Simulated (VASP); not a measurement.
# Mg8HO8 (a cell with a defect) in VASP: notebook

Mg8HO8 (a cell with a defect) is run at these levels: PBE; tasks: single point.

Program: VASP 6.6.1. These are calculated values, not measurements. Logs are shortened: lines on timing, memory, paths and dates and some standing lists are left out, and cuts for length are marked.

## (1) The cell of the first run

The cell holds a defect, 17 atoms: a = 5.466 Å, b = 5.466 Å, c = 5.466 Å, α = 60.00°, β = 60.00°, γ = 60.00°.

## (2) Single point, PBE, collinear spin

Input file INCAR:

```
SYSTEM = Mg8HO8
ALGO     = Normal         ! electronic algorithm
EDIFF    = 1E-6           ! SCF threshold, eV
ENCUT    = 520            ! plane-wave cutoff, eV
GGA      = PE             ! functional
ISIF     = 2              ! what is computed and relaxed
ISMEAR   = -1             ! smearing method
ISPIN    = 2              ! spin polarisation
LASPH    = .True.         ! aspherical terms in the spheres
LCHARG   = .True.         ! write CHGCAR
LELF     = .True.         ! ELF
LORBIT   = 11             ! projections on sites
LREAL    = Auto         
LVHAR    = .True.       
LWAVE    = .False.        ! write WAVECAR
MAGMOM   = 0 0 0 0 0 0 0 0 0.08 0 0.08 0.08 0 0 0.08 0 0.32 ! initial moments
NBANDS   = 50             ! bands
NELM     = 150            ! most SCF steps
PREC     = Accurate       ! precision mode
SIGMA    = 0.05           ! smearing width, eV
```

Input file KPOINTS:

```
k-points
0
Gamma
  2 2 2
  0 0 0
```

Input file POSCAR:

```
Mg8HO8
1.0
    0.0000000000      3.8650000000      3.8650000000
    3.8650000000      0.0000000000      3.8650000000
    3.8650000000      3.8650000000      0.0000000000
Mg O H
8 8 1
Direct
    0.0070892626     -0.0032600259     -0.0138421734
   -0.0040491591      0.0019016818      0.5015394567
    0.0101164295      0.5040103493     -0.0156532988
   -0.0058473480      0.5032341527      0.5090556274
    0.4913195343      0.0045924968     -0.0022380336
    0.5191720569     -0.0019146184      0.4981371281
    0.4973868047      0.4948512290      0.0055886158
    0.4881371281      0.4984346701      0.5067917206
    0.2441785252      0.2738292367      0.2547347995
    0.2572445019      0.2369340233      0.7490944373
    0.2230789133      0.7469857697      0.2630530401
    0.2552910737      0.7454333765      0.7560155239
    0.7643467012      0.2538163001      0.2384734799
    0.7427296248      0.2514489004      0.7671539457
    0.7583441138      0.7350323415      0.2426131953
    0.7441914618      0.7572315653      0.7519275550
    0.3770633894      0.8889391979      0.3757956016
```

Potentials or basis: VASP PAW PBE potentials, release 64 (Mg, O, H).

Command:

```sh
$ cat potpaw_PBE.64/Mg/POTCAR potpaw_PBE.64/O/POTCAR potpaw_PBE.64/H/POTCAR > POTCAR
$ mpirun -np 1 vasp_std > vasp.out
```

OUTCAR:

```text
SYSTEM = Mg8HO8
   EDIFF = 1E-6
   ENCUT = 520
   GGA = PE
   ISIF = 2
   ISMEAR = -1
   ISPIN = 2
   LASPH = .True.
   LORBIT = 11
   LREAL = Auto
   NELM = 150
   PREC = Accurate

 ion  position               nearest neighbor table
   1  0.007  0.997  0.986-  12 1.86  14 1.87  10 1.90  11 1.91  13 1.97  15 1.97   2 2.67   3 2.69
                             4 2.69   5 2.70   7 2.71   6 2.74   6 2.74   7 2.76   5 2.77   3 2.78
   2  0.996  0.002  0.502-  17 1.70  11 1.91  13 1.91  16 1.92  12 1.99  14 1.99   9 2.01   6 2.63
                             1 2.67   3 2.68   4 2.71   8 2.72   5 2.73   5 2.74   8 2.75   4 2.76
   3  0.010  0.504  0.984-  12 1.88  15 1.89  13 1.92  16 1.93  10 1.94   9 1.96   8 2.61   4 2.64
                             5 2.68   2 2.68   1 2.69   7 2.70   7 2.77   1 2.78   2 2.79   5 2.79
   4  0.994  0.503  0.509-  11 1.83   9 1.87  16 1.92  14 1.95  15 1.95  10 1.95   3 2.64   6 2.65
                             8 2.68   1 2.69   2 2.71   7 2.72   7 2.75   2 2.76   1 2.78   8 2.79
   5  0.491  0.005  0.998-  17 1.69  10 1.87  16 1.91  14 1.93  15 1.98  11 2.03   9 2.04   6 2.68
                             3 2.68   8 2.69   1 2.70   7 2.72   2 2.73   2 2.74   7 2.75   1 2.77
   6  0.519  0.998  0.498-  17 1.67  16 1.85  10 1.90  13 1.94  12 2.00  15 2.01   9 2.01   2 2.63
                             4 2.65   5 2.68   8 2.68   7 2.71   1 2.74   1 2.74   7 2.76   8 2.80
   7  0.497  0.495  0.006-   9 1.84  14 1.86  12 1.90  13 1.93  16 1.97  11 1.97   3 2.70   6 2.71
                             1 2.71   4 2.72   5 2.72   8 2.72   8 2.74   5 2.75   4 2.75   1 2.76
   8  0.488  0.498  0.507-  17 1.75  10 1.91  12 1.92  15 1.96  11 1.97  13 1.99  14 1.99   3 2.61
                             6 2.68   4 2.68   5 2.69   2 2.72   7 2.72   7 2.74   2 2.75   5 2.77
   9  0.244  0.274  0.255-   7 1.84   4 1.87   3 1.96   6 2.01   2 2.01   5 2.04
  10  0.257  0.237  0.749-   5 1.87   6 1.90   1 1.90   8 1.91   3 1.94   4 1.95
  11  0.223  0.747  0.263-   4 1.83   2 1.91   1 1.91   8 1.97   7 1.97   5 2.03
  12  0.255  0.745  0.756-   1 1.86   3 1.88   7 1.90   8 1.92   2 1.99   6 2.00
  13  0.764  0.254  0.238-   2 1.91   3 1.92   7 1.93   6 1.94   1 1.97   8 1.99
  14  0.743  0.251  0.767-   7 1.86   1 1.87   5 1.93   4 1.95   8 1.99   2 1.99
  15  0.758  0.735  0.243-   3 1.89   4 1.95   8 1.96   1 1.97   5 1.98   6 2.01
  16  0.744  0.757  0.752-   6 1.85   5 1.91   2 1.92   4 1.92   3 1.93   7 1.97
  17  0.377  0.889  0.376-   6 1.67   5 1.69   2 1.70   8 1.75

  LATTYP: Found a face centered cubic cell.
 ALAT       =     7.7300000000

  Lattice vectors:

 A1 = (   0.0000000000,   3.8650000000,   3.8650000000)
 A2 = (   3.8650000000,   0.0000000000,   3.8650000000)
 A3 = (   3.8650000000,   3.8650000000,   0.0000000000)

Analysis of symmetry for initial positions (statically):
=====================================================================
 Subroutine PRICEL returns:
 Original cell was already a primitive cell.

 Routine SETGRP: Setting up the symmetry group for a
 face centered cubic supercell.

 Subroutine GETGRP returns: Found  1 space group operations
 (whereof  1 operations were pure point group operations)
 out of a pool of 48 trial point group operations.

The static configuration has the point symmetry C_1 .

Analysis of symmetry for dynamics (positions and initial velocities):
=====================================================================
 Subroutine PRICEL returns:
 Original cell was already a primitive cell.

 Routine SETGRP: Setting up the symmetry group for a
 face centered cubic supercell.

 Subroutine GETGRP returns: Found  1 space group operations
 (whereof  1 operations were pure point group operations)
 out of a pool of 48 trial point group operations.

The dynamic configuration has the point symmetry C_1 .

Analysis of structural, dynamic, and magnetic symmetry:
=====================================================================
 Subroutine PRICEL returns:
 Original cell was already a primitive cell.

 Routine SETGRP: Setting up the symmetry group for a
 face centered cubic supercell.

 Subroutine GETGRP returns: Found  1 space group operations
 (whereof  1 operations were pure point group operations)
 out of a pool of 48 trial point group operations.

The overall configuration has the point symmetry C_1 .

 Subroutine INISYM returns: Found  1 space group operations
 (whereof  1 operations are pure point group operations),
 and found     1 'primitive' translations

----------------------------------------------------------------------------------------

                                     Primitive cell

  volume of cell :     115.4725

[... 96 lines left out ...]
   LNONCOLLINEAR =      F non collinear calculations
   LSORBIT =      F    spin-orbit coupling
   LASPH  =      T    aspherical Exc in radial PAW
   ENCUT  =  520.0 eV  38.22 Ry    6.18 a.u.  10.16 10.16 10.16*2*pi/ulx,y,z
   NELM   =    150;   NELMIN=  2; NELMDL= -5     # of ELM steps
   EDIFF  = 0.1E-05   stopping-criterion for ELM
   LREAL  =      T    real-space projection
   EDIFFG = 0.1E-04   stopping-criterion for IOM
   NSW    =      0    number of steps for IOM
   IBRION =     -1    ionic relax: 0-MD 1-quasi-New 2-CG
   NFREE  =      0    steps in history (QN), initial steepest desc. (CG)
   ISIF   =      2    stress and relaxation
   ISYM   =      2    0-nonsym 1-usesym 2-fastsym
   POTIM  = 0.5000    time-step for ionic-motion
   TEBEG  =    0.0;   TEEND  =   0.0 temperature during run
   PSTRESS=    0.0 pullay stress
   NELECT =      65.0000    total number of electrons
   NUPDOWN=      -1.0000    fix difference up-down
   EMIN   =  10.00;   EMAX   =-10.00  energy-range for DOS
   EFERMI =   0.00;   METHOD = LEGACY
   ISMEAR =    -1;   SIGMA  =   0.05  broadening in eV -4-tet -1-fermi 0-gaus
   EFERMI_NEDOS =   21; number of points for ismear=-14 and -15
   IALGO  =     38    algorithm
   IMIX   =      4    mixing-type and parameters
     AMIX     =   0.40;   BMIX     =  1.00
     AMIX_MAG =   1.60;   BMIX_MAG =  1.00
  volume/ion in A,a.u.               =       6.79        45.84
  Fermi-wavevector in a.u.,A,eV,Ry     =   1.351719  2.554379 24.859811  1.827145
  Thomas-Fermi vector in A             =   2.479118
   LORBIT       =     11    0 simple, 1 ext, 2 COOP (PROOUT), +10 PAW based schemes
   GGA     = PE    functional components
   LHFCALC =     F    Hartree Fock is set to
   AEXX    =    0.0000 exact exchange contribution
   IVDW    =     0    specifies the selected vdW correction
   LEPSILON=     F    determine dielectric tensor
   LRPA    =     F    only Hartree local field effects (RPA)
 spin polarized calculation
  energy-cutoff  :      520.00
  volume of cell :      115.47
 maximum number of plane-waves:      3138
 NGX is ok and might be reduce to    42
   NGX = 21   NGY = 21   NGZ = 21

 number of electron      65.0000005 magnetization       0.7501179

 Free energy of the ion-electron system (eV)
  ---------------------------------------------------
  ext. energy  EPLUGINS =         0.00000000
  ---------------------------------------------------
  free energy    TOTEN  =       -84.98975853 eV

  energy without entropy =      -84.97804270  energy(sigma->0) =      -84.98390062

 E-fermi :   9.9917     XC(G=0): -12.4617

 val. band max:        9.9764907933   @ k =   0.0000   0.5000   0.5000
 cond. band min:      10.6801786631   @ k =   0.5000   0.5000   0.5000
 fundamental gap:      0.7036878697
 Fermi energy:         9.9917291306

 spin component 1

 k-point     1 :       0.0000    0.0000    0.0000
  band No.  band energies     occupation
      1     -13.4465      1.00000
      2     -11.5210      1.00000
      3     -11.4346      1.00000
      4     -11.3211      1.00000
      5     -11.2521      1.00000
      6     -10.8630      1.00000
[... 365 lines left out ...]
     43      18.4259      0.00000
     44      18.7808      0.00000
 Fermi energy:         9.9917291306

 spin component 2

 k-point     1 :       0.0000    0.0000    0.0000
  band No.  band energies     occupation
      1     -13.3776      1.00000
      2     -11.4797      1.00000
      3     -11.3861      1.00000
      4     -11.2660      1.00000
      5     -11.2006      1.00000
      6     -10.8234      1.00000
[... 365 lines left out ...]
     43      18.4458      0.00000
     44      18.7955      0.00000
 [bands above 44 left out]

------------------------ aborting loop because EDIFF is reached ----------------------------------------

  FORCE on cell =-STRESS in cart. coord.  units (eV):
  Direction    XX          YY          ZZ          XY          YZ          ZX
  --------------------------------------------------------------------------------------
  -------------------------------------------------------------------------------------
  Total       64.8666125     64.2671126     64.9260111     -0.1588471     -0.1043320      0.2362446
  in kB      900.0223839    891.7043401    900.8465377     -2.2039988     -1.4476034      3.2778872
  external PRESSURE =     897.5244206 kB  Pullay stress =       0.0000000 kB

 VOLUME and BASIS-vectors are now :
 -----------------------------------------------------------------------------
  energy-cutoff  :      520.00
  volume of cell :      115.47
      direct lattice vectors                 reciprocal lattice vectors
     0.000000000  3.865000000  3.865000000    -0.129366106  0.129366106  0.129366106
     3.865000000  0.000000000  3.865000000     0.129366106 -0.129366106  0.129366106
     3.865000000  3.865000000  0.000000000     0.129366106  0.129366106 -0.129366106

 POSITION                                       TOTAL-FORCE (eV/Angst)
 -----------------------------------------------------------------------------------
      7.66390      3.83890      3.87980         1.222429      0.629749     -0.929582
      1.94580      5.78780      3.85670         0.797168     -0.177962      0.859294
      5.75250      3.84360      1.98710         0.650018      0.582184     -1.157890
      3.91250      5.80990      5.78740        -0.416322     -0.592317     -1.167885
      3.87410      5.75530      1.91670         0.390543      1.210087     -0.313635
      5.78290      3.93190      5.86420        -0.528378     -1.321491     -0.122075
[... 9 lines left out ...]
      5.83290      5.78250      5.80300        -0.303153      0.761686     -0.259994
      4.88820      2.90980      4.89310        -0.338114     -0.297575     -0.123529
 -----------------------------------------------------------------------------------
    total drift:                               -0.000043      0.007948     -0.004571

  FREE ENERGIE OF THE ION-ELECTRON SYSTEM (eV)
  ---------------------------------------------------
  free  energy   TOTEN  =       -84.9897585319 eV

  energy  without entropy=      -84.9780426999  energy(sigma->0) =      -84.98390062

 total charge

# of ion       s       p       d       tot
------------------------------------------
    1        0.201   0.299   0.162   0.662
    2        0.193   0.284   0.153   0.630
    3        0.200   0.294   0.158   0.652
    4        0.203   0.303   0.165   0.671
    5        0.194   0.285   0.155   0.634
    6        0.197   0.291   0.159   0.646
[... 9 lines left out ...]
   16        1.556   3.749   0.000   5.305
   17        0.624   0.031   0.000   0.656
--------------------------------------------------
tot         14.684  32.158   1.267  48.108

 magnetization (x)

# of ion       s       p       d       tot
------------------------------------------
    1        0.000   0.001   0.001   0.002
    2       -0.000   0.002   0.005   0.006
    3        0.001   0.001   0.002   0.004
    4        0.001   0.001   0.002   0.003
    5        0.000   0.002   0.005   0.007
    6       -0.000   0.001   0.005   0.006
[... 9 lines left out ...]
   16       -0.000  -0.000   0.000  -0.000
   17        0.245   0.002   0.000   0.247
--------------------------------------------------
tot          0.276   0.283   0.024   0.582
```

Run time: 2.1 min. Hardware: 1 thread of AMD EPYC 9R45 (Zen 5), shared host; peak memory 0.31 GiB.

What came out:

| Property | Result |
| --- | --- |
| Free energy | -84.9898 eV |
| Pressure | 89.8 GPa |
| Largest force | 1.946 eV/Å |
| Net moment | 0.75 μB per cell |
| Site moments | Mg +0.00, +0.01; O +0.09, -0.00, +0.06, +0.07, +0.08; H +0.25 μB |
| Valence electrons inside the program's atomic spheres | Mg 0.66, 0.63, 0.65, 0.67, 0.62; O 5.26, 5.31, 5.28, 5.29, 5.25, 5.30; H 0.66 |

Forces on the atoms (eV/Å):
```
Mg   1.222  0.630 -0.930
Mg   0.797 -0.178  0.859
Mg   0.650  0.582 -1.158
Mg  -0.416 -0.592 -1.168
Mg   0.391  1.210 -0.314
Mg  -0.528 -1.321 -0.122
Mg   1.011  0.423  1.092
Mg  -1.056  0.367  1.210
O   -0.920 -0.549 -0.949
O    0.927 -0.563  0.494
O   -1.176  0.114  1.546
O    0.299  0.100 -0.497
O    0.438 -0.081 -0.832
O   -1.533 -1.143  0.135
O    0.536  0.538  1.016
O   -0.303  0.762 -0.260
H   -0.338 -0.298 -0.124
```

Caveat: the k points lie up to 0.70 Å⁻¹ apart.

## (3) Single point, PBE, collinear spin, ferromagnetic start

Input file INCAR:

```
SYSTEM = Mg8HO8
PREC = Accurate ; ENCUT = 520
EDIFF = 1E-6 ; ISMEAR = -1
SIGMA = 0.05 ; LREAL = Auto
LASPH = .TRUE. ; NELM = 150
ALGO = Normal ; ISIF = 2
LWAVE = .FALSE. ; LCHARG = .TRUE.
ISPIN = 2 ; MAGMOM = 0 0 0 0 0 0 0 0 0 0 0 0 0 0 0 0 1
LORBIT = 11 ; GGA = PE
LELF = .TRUE. ; LVHAR = .TRUE.
NBANDS = 50
```

Input file KPOINTS:

```
Automatic mesh
0
G
  2 2 2
  0 0 0
```

Input file POSCAR:

```
Mg8HO8
1.0
    0.0000000000      3.8650000000      3.8650000000
    3.8650000000      0.0000000000      3.8650000000
    3.8650000000      3.8650000000      0.0000000000
Mg O H
8 8 1
Direct
   -0.0098318241     -0.0112807245      0.0139456662
   -0.0036481242      0.0046571798      0.5038809832
   -0.0047736093      0.4886287193      0.0155368693
   -0.0129495472      0.5125873221      0.4994695990
    0.5036610608      0.0126649418     -0.0052134541
    0.4906856404     -0.0079948254      0.5136093144
    0.5124708926      0.5195860285     -0.0241655886
    0.5001423027      0.4861190168      0.5013065977
    0.2552263907      0.2536222510      0.2439456662
    0.2390944373      0.2778007762      0.7467270375
    0.2620827943      0.7550970246      0.2315265201
    0.2454463131      0.7376843467      0.7593143596
    0.7440362225      0.2303492885      0.2540750323
    0.7607632600      0.2514747736      0.7398318241
    0.7673221216      0.7359120310      0.2600517464
    0.7569598965      0.7560284605      0.7438163001
    0.3823027167      0.8579042691      0.3711513583
```

Potentials or basis: VASP PAW PBE potentials, release 64 (Mg, O, H).

Command:

```sh
$ cat potpaw_PBE.64/Mg/POTCAR potpaw_PBE.64/O/POTCAR potpaw_PBE.64/H/POTCAR > POTCAR
$ mpirun -np 1 vasp_std > vasp.out
```

Wall time 2 min (1 thread of AMD EPYC 9R45 (Zen 5), shared host); peak memory 0.31 GiB.

The run converged. Its results:

```
Free energy                                           : -84.5695 eV
Pressure                                              : 90.8 GPa
Largest force                                         : 3.204 eV/Å
Net moment                                            : 0.75 μB per cell
Site moments                                          : Mg +0.01, +0.00; O +0.06, -0.00, +0.09, +0.07; H +0.25 μB
Valence electrons inside the program's atomic spheres : Mg 0.65, 0.68, 0.63, 0.64, 0.66; O 5.26, 5.28, 5.29, 5.30, 5.31; H 0.66
```

Forces in eV/Å, atoms in the order of the input:
```
Mg  -0.684 -0.350  2.067
Mg  -1.146  0.070  0.316
Mg   0.031 -0.516  0.375
Mg  -1.387  2.645  1.161
Mg  -0.493 -0.197 -0.171
Mg   0.672 -0.852  0.643
Mg   0.065  1.131 -2.510
Mg  -0.090 -0.238  0.900
O    1.505 -0.376  0.786
O   -1.984  0.725 -2.356
O   -0.472 -0.805 -1.535
O    1.378  0.476 -0.037
O    1.231 -0.125  1.441
O    0.773  0.176 -0.662
O   -0.840 -1.936 -0.408
O    0.949  0.176 -0.248
H    0.492 -0.004  0.241
```

Stress tensor (GPa, compression positive):
```
89.70  0.44 -0.28
 0.44 91.09 -0.39
-0.28 -0.39 91.60
```

Levels at points of the mesh, in eV from the Fermi level:
Spin up:
```tsv
k point	band 29	band 30	band 31	band 32	band 33	band 34	band 35	band 36	band 37	band 38
(0.00, 0.00, 0.00)	-5.74	-4.85	-4.83	-4.78	-1.86	2.96	4.31	4.44	4.51	4.69
(0.50, 0.00, 0.00)	-5.57	-5.52	-5.20	-5.12	-0.51	4.68	5.17	6.04	6.16	6.27
(0.00, 0.50, 0.00)	-5.52	-5.46	-5.26	-5.19	-0.53	4.85	5.06	6.01	6.18	6.37
(0.00, 0.00, 0.50)	-5.41	-5.33	-5.29	-5.27	-0.47	4.70	5.10	6.09	6.14	6.35
(0.50, 0.50, 0.50)	-5.40	-5.37	-5.33	-5.25	-0.41	4.76	5.09	6.15	6.17	6.21
(0.50, 0.50, 0.00)	-5.81	-5.74	-5.69	-5.50	-0.08	6.05	6.16	6.49	6.88	6.97
(0.00, 0.50, 0.50)	-5.75	-5.70	-5.55	-5.55	-0.07	5.89	6.33	6.49	6.77	6.85
(0.50, 0.00, 0.50)	-5.74	-5.72	-5.60	-5.55	0.03	5.98	6.17	6.54	6.57	6.93
```
Spin down:
| k point | band 29 | band 30 | band 31 | band 32 | band 33 | band 34 | band 35 | band 36 |
| --- | --- | --- | --- | --- | --- | --- | --- | --- |
| (0.00, 0.00, 0.00) | -5.69 | -4.79 | -4.76 | -4.69 | -0.55 | 3.00 | 4.31 | 4.45 |
| (0.50, 0.00, 0.00) | -5.55 | -5.51 | -5.10 | -5.02 | 0.78 | 4.71 | 5.21 | 6.06 |
| (0.00, 0.50, 0.00) | -5.40 | -5.34 | -5.23 | -5.17 | 0.75 | 4.86 | 5.11 | 6.03 |
| (0.00, 0.00, 0.50) | -5.39 | -5.29 | -5.20 | -5.16 | 0.82 | 4.72 | 5.14 | 6.11 |
| (0.50, 0.50, 0.50) | -5.34 | -5.28 | -5.26 | -5.20 | 0.89 | 4.78 | 5.13 | 6.16 |
| (0.50, 0.50, 0.00) | -5.74 | -5.64 | -5.62 | -5.46 | 1.24 | 6.08 | 6.19 | 6.51 |
| (0.00, 0.50, 0.50) | -5.73 | -5.60 | -5.52 | -5.46 | 1.25 | 5.93 | 6.36 | 6.53 |
| (0.50, 0.00, 0.50) | -5.72 | -5.67 | -5.54 | -5.44 | 1.34 | 6.01 | 6.20 | 6.57 |

Caveat: the k points lie up to 0.70 Å⁻¹ apart.

(Continued in part 2 of 2.)
